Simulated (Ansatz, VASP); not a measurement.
# CdSe in VASP and in Ansatz

```
Cd Se
1.0
     4.01823    0.00000    0.00000
    -2.00912    3.47989    0.00000
     0.00000    0.00000    6.67381
Cd Se
2 2
Direct
  0.33333 0.66667 0.00740
  0.66667 0.33333 0.50740
  0.33333 0.66667 0.37760
  0.66667 0.33333 0.87760
```

Alike in both runs: task single point; functional PBEsol; k mesh 6 × 6 × 4; occupations fermi-dirac, width 0.01 eV; non-collinear spin, spin-orbit coupling.

```csv
,VASP,Ansatz
version,VASP 6.6.1,Ansatz 0.2.0
potentials or method,"VASP PAW PBE potentials, release 64 (Cd, Se), cutoff 520 eV",all-electron LAPW
```

Ansatz gave:

| Quantity | Value |
| --- | --- |
| pressure (GPa) | 14.9 |
| net moment per atom (μB) | 0.00 |

Task: What did VASP give for the same quantities?

Result: Pressure (GPa): 15.7; net moment per atom (μB): 0.00.

VASP's potentials were made for PBE, not for PBEsol. Ansatz ran all-electron here, and VASP with PAW potentials.
